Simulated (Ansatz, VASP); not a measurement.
# Two plane-wave programs on HfO2

Contents of POSCAR:

```
HfO2
1.0
    0.0000000000      2.4692406722      2.5525353421
    2.4692406722      0.0000000000      2.5525353421
    2.4692406722      2.4692406722      0.0000000000
Hf O
1 2
Direct
    0.0000000000      0.0000000000      0.0000000000
    0.2500000000      0.2500000000      0.2500000000
    0.7500000000      0.7500000000      0.7500000000
```

File INCAR.step1:

```
ALGO = Normal
EDIFF = 1E-4
ENCUT = 520
GGA = PE
ISMEAR = 0
LASPH = T
LCHARG = F
LREAL = F
LWAVE = T
NBANDS = 18
NELM = 60
PREC = Accurate
SIGMA = 0.01
```

Contents of INCAR.step2:

```
ALGO = Normal
EDIFF = 1E-6
ENCUT = 520
ISIF = 2
ISMEAR = 0
ISTART = 1
LASPH = T
LCHARG = F
LMIXTAU = T
LREAL = F
LWAVE = F
METAGGA = R2SCAN
NBANDS = 18
NELM = 60
PREC = Accurate
SIGMA = 0.01
```

File KPOINTS:

```
k-points
0
Gamma
  8 8 8
```

Input for Ansatz:

```yaml
crystal:
  lattice:
    - [0.0, 2.4692406722, 2.5525353421]
    - [2.4692406722, 0.0, 2.5525353421]
    - [2.4692406722, 2.4692406722, 0.0]
  atoms:
    - { symbol: Hf, position: [0.0, 0.0, 0.0] }
    - { symbol: O, position: [0.25, 0.25, 0.25] }
    - { symbol: O, position: [0.75, 0.75, 0.75] }
kpoints:
  mp_grid: { grid: [8, 8, 8] }
  band_path:
    path:
      - [0.0, 0.0, 0.0]
      - [0.5, 0.0, 0.5]
      - [0.625, 0.25, 0.625]
      - [0.375, 0.375, 0.75]
      - [0.5, 0.5, 0.5]
      - [0.5, 0.25, 0.75]
    npoints: 1
hamiltonian:
  xc: r2scan
scf:
  occupations: { method: fixed }
  n_extra_bands: 4
output:
  forces: true
  stress: true
  eigenvalues: true
```

Change from the starting cell: epitaxial_xy strain -2.4%.

Alike in both runs: task single point; functional r2SCAN; k mesh 8 × 8 × 8; no spin polarisation.

```csv
,VASP,Ansatz
version,VASP 6.6.1,Ansatz 0.2.0
potentials or method,"VASP PAW PBE potentials, release 64 (Hf_pv, O)","plane waves, PAW"
plane-wave cutoff (eV),520,500
occupations,"gaussian, width 0.01 eV",fixed
valence electrons in the cell,22,38
```

Ansatz gave:

```
gap on the k mesh at the Fermi level (eV)                     : 4.12
pressure (GPa)                                                : 11.4
traceless stress, the component that is largest in VASP (GPa) : -11.48
```

Problem. Which values does VASP return?

Solution. gap on the k mesh at the Fermi level (eV): 4.14; pressure (GPa): 7.1; traceless stress, the component that is largest in VASP (GPa): -11.69.

VASP's potentials were made for PBE, not for r2SCAN. One of these differences is far larger than is usual between the two programs; its cause wasn't traced. VASP's potentials hold 22 valence electrons a cell and Ansatz's 38, so a difference there can come from the potentials and not from the codes.

Spin-orbit coupling is off throughout.
